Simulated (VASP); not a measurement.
# SiNi (Pmmn) in VASP: settings compared

Aim: see how the results for SiNi move with the level of theory and the settings. Levels: PBE, LDA, PBEsol. Tasks: single point.

Everything below comes from runs of VASP 6.6.1. Logs are shortened: lines on timing, memory, paths and dates and some standing lists are left out, and cuts for length are marked.

**1. The cell of the first run**

Symmetry: Pmmn, No. 59, orthorhombic system. Conventional cell: a = 2.943 Å, b = 3.280 Å, c = 4.677 Å, α = 90.00°, β = 90.00°, γ = 90.00°. Ni (site symmetry mm2) has 6 Si at 2.34 to 2.37 Å and 6 Ni at 2.65 to 2.94 Å within 3.1 Å. Within 3.1 Å of Si (site symmetry mm2) lie 6 Ni at 2.34 to 2.37 Å and 6 Si at 2.65 to 2.94 Å.

**2. Single point, PBE, collinear spin, ferromagnetic start**

File INCAR:

```
SYSTEM = SiNi
PREC     = Accurate       ! precision mode
ENCUT    = 520            ! plane-wave cutoff, eV
EDIFF    = 1E-6           ! SCF threshold, eV
ISMEAR   = -1             ! smearing method
SIGMA    = 0.05           ! smearing width, eV
LREAL    = .FALSE.        ! projectors in reciprocal space
LASPH    = .TRUE.         ! aspherical terms in the spheres
NELM     = 150            ! most SCF steps
ALGO     = Normal         ! electronic algorithm
ISIF     = 2              ! what is computed and relaxed
LWAVE    = .FALSE.        ! write WAVECAR
LCHARG   = .TRUE.         ! write CHGCAR
ISPIN    = 2              ! spin polarisation
MAGMOM   = 1.25 1.25 0 0  ! initial moments
LORBIT   = 11             ! projections on sites
NUPDOWN  = 2.5            ! fixed moment
LMAXMIX  = 4              ! l up to which the mixer works
GGA      = PE             ! functional
LELF     = .TRUE.         ! ELF
LVHAR    = .TRUE.       
NBANDS   = 26             ! bands
```

File KPOINTS:

```
regular mesh
0
G
  8 7 5
  0 0 0
```

File POSCAR:

```
SiNi
1.0
    2.9427706600      0.0000000000      0.0000000000
    0.0000000000      3.2803255400      0.0000000000
    0.0000000000      0.0000000000      4.6774467600
Ni Si
2 2
Direct
    0.5000000000      0.5000000000      0.3424955900
    0.0000000000      0.0000000000      0.6575044100
    0.5000000000      0.5000000000      0.8431431600
    0.0000000000      0.0000000000      0.1568568400
```

Potentials or basis: VASP PAW PBE potentials, release 64 (Ni, Si).

Launch:

```bash
$ cat potpaw_PBE.64/Ni/POTCAR potpaw_PBE.64/Si/POTCAR > POTCAR
$ mpirun -np 1 vasp_std > vasp.out
```

OUTCAR:

```text
SYSTEM = SiNi
   PREC = Accurate
   ENCUT = 520
   EDIFF = 1E-6
   ISMEAR = -1
   LREAL = .FALSE.
   LASPH = .TRUE.
   NELM = 150
   ISIF = 2
   ISPIN = 2
   LORBIT = 11
   NUPDOWN = 2.5
   GGA = PE

 ion  position               nearest neighbor table
   1  0.500  0.500  0.342-   3 2.34   3 2.34   4 2.37   4 2.37   4 2.37   4 2.37   2 2.65   2 2.65
                             2 2.65   2 2.65
   2  0.000  0.000  0.658-   4 2.34   4 2.34   3 2.37   3 2.37   3 2.37   3 2.37   1 2.65   1 2.65
                             1 2.65   1 2.65
   3  0.500  0.500  0.843-   1 2.34   1 2.34   2 2.37   2 2.37   2 2.37   2 2.37   4 2.65   4 2.65
                             4 2.65   4 2.65
   4  0.000  0.000  0.157-   2 2.34   2 2.34   1 2.37   1 2.37   1 2.37   1 2.37   3 2.65   3 2.65
                             3 2.65   3 2.65

  LATTYP: Found a simple orthorhombic cell.
 ALAT       =     2.9427706600
 B/A-ratio  =     1.1147064855
 C/A-ratio  =     1.5894703667

  Lattice vectors:

 A1 = (   2.9427706600,   0.0000000000,   0.0000000000)
 A2 = (   0.0000000000,   3.2803255400,   0.0000000000)
 A3 = (   0.0000000000,   0.0000000000,   4.6774467600)

Analysis of symmetry for initial positions (statically):
=====================================================================
 Subroutine PRICEL returns:
 Original cell was already a primitive cell.

 Routine SETGRP: Setting up the symmetry group for a
 simple orthorhombic supercell.

 Subroutine GETGRP returns: Found  8 space group operations
 (whereof  4 operations were pure point group operations)
 out of a pool of  8 trial point group operations.

The static configuration has the point symmetry C_2v.
 The point group associated with its full space group is D_2h.

Analysis of symmetry for dynamics (positions and initial velocities):
=====================================================================
 Subroutine PRICEL returns:
 Original cell was already a primitive cell.

 Routine SETGRP: Setting up the symmetry group for a
 simple orthorhombic supercell.

 Subroutine GETGRP returns: Found  8 space group operations
 (whereof  4 operations were pure point group operations)
 out of a pool of  8 trial point group operations.

The dynamic configuration has the point symmetry C_2v.
 The point group associated with its full space group is D_2h.

Analysis of structural, dynamic, and magnetic symmetry:
=====================================================================
 Subroutine PRICEL returns:
 Original cell was already a primitive cell.

 Routine SETGRP: Setting up the symmetry group for a
 simple orthorhombic supercell.

 Subroutine GETGRP returns: Found  8 space group operations
 (whereof  4 operations were pure point group operations)
 out of a pool of  8 trial point group operations.

The overall configuration has the point symmetry C_2v.
 The point group associated with its full space group is D_2h.

 Subroutine INISYM returns: Found  8 space group operations
 (whereof  4 operations are pure point group operations),
 and found     1 'primitive' translations

----------------------------------------------------------------------------------------

                                     Primitive cell

  volume of cell :      45.1525

  direct lattice vectors                    reciprocal lattice vectors
     2.942770660  0.000000000  0.000000000     0.339815812  0.000000000  0.000000000
     0.000000000  3.280325540  0.000000000     0.000000000  0.304847793  0.000000000
     0.000000000  0.000000000  4.677446760     0.000000000  0.000000000  0.213791851

  length of vectors
     2.942770660  3.280325540  4.677446760     0.339815812  0.304847793  0.213791851

  position of ions in fractional coordinates (direct lattice)
     0.500000000  0.500000000  0.342495590
     0.000000000  0.000000000  0.657504410
     0.500000000  0.500000000  0.843143160
     0.000000000  0.000000000  0.156856840

  ion indices of the primitive-cell ions
   primitive index   ion index
                 1           1
                 2           2
                 3           3
                 4           4

----------------------------------------------------------------------------------------

 KPOINTS: regular mesh

Automatic generation of k-mesh.
 Grid dimensions read from file:
[... 24 lines left out ...]
  0.250000  0.000000  0.000000      2.000000
  0.375000  0.000000  0.000000      2.000000
  0.500000  0.000000  0.000000      1.000000
  0.000000  0.142857  0.000000      2.000000
[... 16 lines left out ...]
  0.250000  0.000000  0.200000      4.000000
  0.375000  0.000000  0.200000      4.000000
 [... further k-points ...]
   k-points           NKPTS =     60   k-points in BZ     NKDIM =     60   number of bands    NBANDS=     26
   number of dos      NEDOS =    301   number of ions     NIONS =      4
   total plane-waves  NPLWV =  20736
   dimension x,y,z NGX =    24 NGY =   24 NGZ =   36
   dimension x,y,z NGXF=    48 NGYF=   48 NGZF=   72
   ions per type =               2   2
   NGX,Y,Z   is equivalent  to a cutoff of  13.56, 12.16, 12.80 a.u.
   NGXF,Y,Z  is equivalent  to a cutoff of  27.12, 24.33, 25.59 a.u.
 SYSTEM =  SiNi
   PREC   = accura    normal or accurate (medium, high low for compatibility)
   ISTART =      0    job   : 0-new  1-cont  2-samecut
   ICHARG =      2    charge: 1-file 2-atom 10-const
   ISPIN  =      2    spin polarized calculation?
   LNONCOLLINEAR =      F non collinear calculations
   LSORBIT =      F    spin-orbit coupling
   LASPH  =      T    aspherical Exc in radial PAW
   ENCUT  =  520.0 eV  38.22 Ry    6.18 a.u.   5.47  6.10  8.70*2*pi/ulx,y,z
   NELM   =    150;   NELMIN=  2; NELMDL= -5     # of ELM steps
   EDIFF  = 0.1E-05   stopping-criterion for ELM
   LREAL  =      F    real-space projection
   EDIFFG = 0.1E-04   stopping-criterion for IOM
   NSW    =      0    number of steps for IOM
   IBRION =     -1    ionic relax: 0-MD 1-quasi-New 2-CG
   NFREE  =      0    steps in history (QN), initial steepest desc. (CG)
   ISIF   =      2    stress and relaxation
   ISYM   =      2    0-nonsym 1-usesym 2-fastsym
   POTIM  = 0.5000    time-step for ionic-motion
   TEBEG  =    0.0;   TEEND  =   0.0 temperature during run
   PSTRESS=    0.0 pullay stress
   NELECT =      28.0000    total number of electrons
   NUPDOWN=       2.5000    fix difference up-down
   EMIN   =  10.00;   EMAX   =-10.00  energy-range for DOS
   EFERMI =   0.00;   METHOD = LEGACY
   ISMEAR =    -1;   SIGMA  =   0.05  broadening in eV -4-tet -1-fermi 0-gaus
   EFERMI_NEDOS =   21; number of points for ismear=-14 and -15
   IALGO  =     38    algorithm
   IMIX   =      4    mixing-type and parameters
     AMIX     =   0.40;   BMIX     =  1.00
     AMIX_MAG =   1.60;   BMIX_MAG =  1.00
  volume/ion in A,a.u.               =      11.29        76.18
  Fermi-wavevector in a.u.,A,eV,Ry     =   1.396047  2.638147 26.517045  1.948948
  Thomas-Fermi vector in A             =   2.519440
   LORBIT       =     11    0 simple, 1 ext, 2 COOP (PROOUT), +10 PAW based schemes
   GGA     = PE    functional components
   LHFCALC =     F    Hartree Fock is set to
   AEXX    =    0.0000 exact exchange contribution
   IVDW    =     0    specifies the selected vdW correction
   LEPSILON=     F    determine dielectric tensor
   LRPA    =     F    only Hartree local field effects (RPA)
 spin polarized calculation
  energy-cutoff  :      520.00
  volume of cell :       45.15
 maximum number of plane-waves:      1230
 NGX is ok and might be reduce to    24
   NGX = 11   NGY = 13   NGZ = 17

 number of electron      28.0000012 magnetization       2.5000001

 Free energy of the ion-electron system (eV)
  ---------------------------------------------------
  ext. energy  EPLUGINS =         0.00000000
  ---------------------------------------------------
  free energy    TOTEN  =       -21.51351591 eV

  energy without entropy =      -21.48049955  energy(sigma->0) =      -21.49700773

 E-fermi :  10.3553     XC(G=0): -12.6120

 val. band max:       13.0759704493   @ k =   0.5000   0.4286   0.2000
 cond. band min:      10.3709901223   @ k =   0.5000   0.4286   0.2000
 fundamental gap:     -2.7049803270
 Fermi energy:        13.0764722535

 spin component 1

 k-point     1 :       0.0000    0.0000    0.0000
  band No.  band energies     occupation
      1      -2.5229      1.00000
      2       3.2028      1.00000
      3       4.8459      1.00000
      4       6.8359      1.00000
      5       7.4919      1.00000
      6       8.1589      1.00000
[... 685 lines left out ...]
     25      23.6778      0.00000
     26      24.2877      0.00000

 [... further k-points ...]

 spin component 2

 k-point     1 :       0.0000    0.0000    0.0000
  band No.  band energies     occupation
      1      -2.0879      1.00000
      2       3.6544      1.00000
      3       5.2550      1.00000
      4       7.5186      1.00000
      5       8.1931      1.00000
      6       8.7870      1.00000
[... 685 lines left out ...]
     25      24.1623      0.00000
     26      24.6932      0.00000

 [... further k-points ...]

------------------------ aborting loop because EDIFF is reached ----------------------------------------

  FORCE on cell =-STRESS in cart. coord.  units (eV):
  Direction    XX          YY          ZZ          XY          YZ          ZX
  --------------------------------------------------------------------------------------
  -------------------------------------------------------------------------------------
  Total        4.0499684      5.4694738      5.6962869      0.0000000      0.0000000      0.0000000
  in kB      143.7076867    194.0769293    202.1250883      0.0000000      0.0000000      0.0000000
  external PRESSURE =     179.9699014 kB  Pullay stress =       0.0000000 kB

 VOLUME and BASIS-vectors are now :
 -----------------------------------------------------------------------------
  energy-cutoff  :      520.00
  volume of cell :       45.15
      direct lattice vectors                 reciprocal lattice vectors
     2.942770660  0.000000000  0.000000000     0.339815812  0.000000000  0.000000000
     0.000000000  3.280325540  0.000000000     0.000000000  0.304847793  0.000000000
     0.000000000  0.000000000  4.677446760     0.000000000  0.000000000  0.213791851

 POSITION                                       TOTAL-FORCE (eV/Angst)
 -----------------------------------------------------------------------------------
      1.47139      1.64016      1.60200         0.000000      0.000000      0.145123
      0.00000      0.00000      3.07544         0.000000      0.000000     -0.145123
      1.47139      1.64016      3.94376         0.000000      0.000000      0.686904
      0.00000      0.00000      0.73369         0.000000      0.000000     -0.686904
 -----------------------------------------------------------------------------------
    total drift:                                0.000000      0.000000     -0.000000

  FREE ENERGIE OF THE ION-ELECTRON SYSTEM (eV)
  ---------------------------------------------------
  free  energy   TOTEN  =       -21.5135159135 eV

  energy  without entropy=      -21.4804995478  energy(sigma->0) =      -21.49700773

 total charge

# of ion       s       p       d       tot
------------------------------------------
    1        0.504   0.626   8.417   9.547
    2        0.504   0.626   8.417   9.547
    3        0.764   0.880   0.000   1.645
    4        0.764   0.880   0.000   1.645
--------------------------------------------------
tot          2.536   3.012  16.834  22.382

 magnetization (x)

# of ion       s       p       d       tot
------------------------------------------
    1        0.033   0.079   0.722   0.834
    2        0.033   0.079   0.722   0.834
    3        0.062   0.123   0.000   0.185
    4        0.062   0.123   0.000   0.185
--------------------------------------------------
tot          0.190   0.405   1.443   2.038
```

Run time: 45 s. Hardware: 1 thread of Intel Xeon 6975P-C (Granite Rapids), shared host; peak memory 0.23 GiB.

What came out:

```
Free energy                                           : -21.5135 eV
Pressure                                              : 18.0 GPa
Largest force                                         : 0.687 eV/Å
Net moment                                            : 2.50 μB per cell
Site moments                                          : Ni +0.83; Si +0.18 μB
Valence electrons inside the program's atomic spheres : Ni 9.55; Si 1.65
```

Forces in eV/Å, atoms in the order of the input:
```
Ni   0.000  0.000  0.145
Ni   0.000  0.000 -0.145
Si   0.000  0.000  0.687
Si   0.000  0.000 -0.687
```

Caveat: the cell stands under pressure; the total moment is fixed, so each spin has its own Fermi level.

**3. Single point, LDA, collinear spin, ferromagnetic start**

This run uses another cell than the first one, of 10.84 Å³/atom.

File INCAR:

```
SYSTEM = SiNi
ALGO = Normal
EDIFF = 1E-6
ENCUT = 590
GGA = CA
GGA_COMPAT = .False.
ISIF = 2
ISMEAR = -1
ISPIN = 2
LASPH = .True.
LCHARG = .False.
LMAXMIX = 4
LORBIT = 11
LREAL = .False.
LWAVE = .False.
MAGMOM = 1 1 0 0
NBANDS = 34
NELM = 200
PREC = Accurate
SIGMA = 0.05
```

File KPOINTS:

```
k-points
0
Gamma
  9 8 6
  0 0 0
```

File POSCAR:

```
SiNi
1.0
    2.9029986135      0.0000000000      0.0000000000
    0.0000000000      3.2359913818      0.0000000000
    0.0000000000      0.0000000000      4.6142302706
Ni Si
2 2
Direct
    0.5000000000      0.5000000000      0.3424955900
    0.0000000000      0.0000000000      0.6575044100
    0.5000000000      0.5000000000      0.8431431600
    0.0000000000      0.0000000000      0.1568568400
```

Potentials or basis: VASP PAW LDA potentials, release 64 (Ni_sv_GW, Si).

Launch:

```bash
$ cat potpaw_LDA.64/Ni_sv_GW/POTCAR potpaw_LDA.64/Si/POTCAR > POTCAR
$ mpirun -np 1 vasp_std > vasp.out
```

Run time: 6.1 min. Hardware: 1 thread of AMD EPYC 7R43 (Zen 3), shared host; peak memory 0.33 GiB.

It converged, with:

```yaml
Free_energy: -29.0426 eV
Pressure: 1.8 GPa
Largest_force: 0.148 eV/Å
Band_gap_on_the_k_mesh: zero (filled and empty bands overlap)
Net_moment: 0.00 μB per cell
Valence_electrons_inside_the_program's_atomic_spheres: Ni 16.58; Si 1.66
```

Forces in eV/Å, atoms in the order of the input:
```
Ni   0.000  0.000  0.124
Ni   0.000  0.000 -0.124
Si   0.000  0.000 -0.148
Si   0.000  0.000  0.148
```

Stress tensor (GPa, compression positive):
```
1.75 0.00 0.00
0.00 2.19 0.00
0.00 0.00 1.53
```

Levels at points of the mesh, in eV from the Fermi level:
Spin up:
```
           k point  band 19  band 20  band 21  band 22  band 23  band 24  band 25  band 26
(0.00, 0.00, 0.00)    -2.52    -2.22    -2.16    -1.45     1.25     2.88     5.34     5.72
(0.00, 0.50, 0.00)    -2.44    -2.44    -2.36    -2.36     1.23     1.23     5.13     5.13
(0.00, 0.00, 0.50)    -2.92    -2.27     1.15     1.60     1.98     2.54     3.01     3.81
(0.00, 0.50, 0.50)    -2.21    -2.21    -2.20    -2.20     5.38     5.38     5.54     5.54
```
Spin down:
| k point | band 19 | band 20 | band 21 | band 22 | band 23 | band 24 | band 25 | band 26 |
| --- | --- | --- | --- | --- | --- | --- | --- | --- |
| (0.00, 0.00, 0.00) | -2.52 | -2.22 | -2.16 | -1.45 | 1.25 | 2.88 | 5.34 | 5.72 |
| (0.00, 0.50, 0.00) | -2.44 | -2.44 | -2.36 | -2.36 | 1.23 | 1.23 | 5.13 | 5.13 |
| (0.00, 0.00, 0.50) | -2.92 | -2.27 | 1.15 | 1.60 | 1.98 | 2.54 | 3.01 | 3.81 |
| (0.00, 0.50, 0.50) | -2.21 | -2.21 | -2.20 | -2.20 | 5.38 | 5.38 | 5.54 | 5.54 |

**4. Single point, PBEsol, collinear spin, ferromagnetic start**

This run uses another cell than the first one, of 11.02 Å³/atom.

File INCAR:

```
PREC = Accurate ; ENCUT = 520
EDIFF = 1E-6 ; ISMEAR = -1
SIGMA = 0.05 ; LREAL = F
LASPH = T ; NELM = 150
ALGO = Normal ; ISIF = 2
LWAVE = F ; LCHARG = F
ISPIN = 2 ; MAGMOM = 1 1 0 0
LORBIT = 11 ; LMAXMIX = 4
GGA = PS ; NBANDS = 26
```

File KPOINTS:

```
regular mesh
0
Gamma
  9 8 6
```

File POSCAR:

```
SiNi
1.0
    2.9054366747      0.0000000000      0.0000000000
    0.0000000000      3.2706978047      0.0000000000
    0.0000000000      0.0000000000      4.6401316982
Ni Si
2 2
Direct
    0.5000000000      0.5000000000      0.3441785876
    0.0000000000      0.0000000000      0.6558214124
    0.5000000000      0.5000000000      0.8428326525
    0.0000000000      0.0000000000      0.1571673475
```

Potentials or basis: VASP PAW PBE potentials, release 64 (Ni, Si).

Launch:

```bash
$ cat potpaw_PBE.64/Ni/POTCAR potpaw_PBE.64/Si/POTCAR > POTCAR
$ mpirun -np 1 vasp_std > vasp.out
```

Run time: 85 s. Hardware: 1 thread of Intel Xeon Platinum 8559C (Emerald Rapids), shared host; peak memory 0.28 GiB.

Results (log left out):

* Free energy: -25.9522 eV
* Pressure: 5.3 GPa
* Largest force: 0.007 eV/Å
* Band gap on the k mesh: zero (filled and empty bands overlap)
* Net moment: 0.00 μB per cell
* Valence electrons inside the program's atomic spheres: Ni 9.65; Si 1.63

Forces in eV/Å, atoms in the order of the input:
```
Ni   0.000  0.000  0.007
Ni   0.000  0.000 -0.007
Si   0.000  0.000 -0.002
Si   0.000  0.000  0.002
```

Stress tensor (GPa, compression positive):
```
5.22 0.00 0.00
0.00 5.21 0.00
0.00 0.00 5.49
```

Levels at points of the mesh, in eV from the Fermi level:
Spin up:
```csv
k point,band 11,band 12,band 13,band 14,band 15,band 16,band 17,band 18
"(0.00, 0.00, 0.00)",-2.41,-2.09,-2.08,-1.50,1.42,2.70,5.26,5.78
"(0.00, 0.50, 0.00)",-2.31,-2.31,-2.30,-2.30,1.18,1.18,5.20,5.20
"(0.00, 0.00, 0.50)",-2.78,-2.14,1.08,1.49,2.01,2.38,3.12,3.71
"(0.00, 0.50, 0.50)",-2.14,-2.14,-2.09,-2.09,5.27,5.27,5.63,5.63
```
Spin down:
```csv
k point,band 11,band 12,band 13,band 14,band 15,band 16,band 17,band 18
"(0.00, 0.00, 0.00)",-2.41,-2.09,-2.08,-1.50,1.42,2.70,5.26,5.78
"(0.00, 0.50, 0.00)",-2.31,-2.31,-2.30,-2.30,1.18,1.18,5.20,5.20
"(0.00, 0.00, 0.50)",-2.78,-2.14,1.08,1.49,2.01,2.38,3.12,3.71
"(0.00, 0.50, 0.50)",-2.14,-2.14,-2.09,-2.09,5.27,5.27,5.63,5.63
```

Caveat: the cell stands under pressure; the PAW data sets were made with another functional, which shifts forces and pressure a little.

**5. Overview**

```tsv
level	potentials or basis	fixed moment (μB)	cell	k mesh	cutoff (eV)	gap on the mesh (eV)	pressure (GPa)	moment (μB)	largest force (eV/Å)
PBE	VASP PAW PBE potentials, release 64 (Ni, Si)	2.5	a = 2.943, b = 3.280, c = 4.677 Å, 4 atoms, atomic positions A	8 × 7 × 5	520	-	18.0	2.50	0.69
LDA	VASP PAW LDA potentials, release 64 (Ni_sv_GW, Si)	-	a = 2.903, b = 3.236, c = 4.614 Å, 4 atoms, atomic positions A	9 × 8 × 6	590	none	1.8	0.00	0.15
PBEsol	VASP PAW PBE potentials, release 64 (Ni, Si)	-	a = 2.905, b = 3.271, c = 4.640 Å, 4 atoms, atomic positions B	9 × 8 × 6	520	none	5.3	0.00	0.01
```

Alike in all rows: task single point; spin collinear, ferromagnetic start; smearing fermi-dirac 0.05 eV.

Caveats: the cell stands under pressure (at least some runs); the total moment is fixed, so each spin has its own Fermi level (at least some runs); the PAW data sets were made with another functional, which shifts forces and pressure a little (at least some runs).

Total energies depend on the potentials used, so only differences within one code and one set of settings carry meaning.
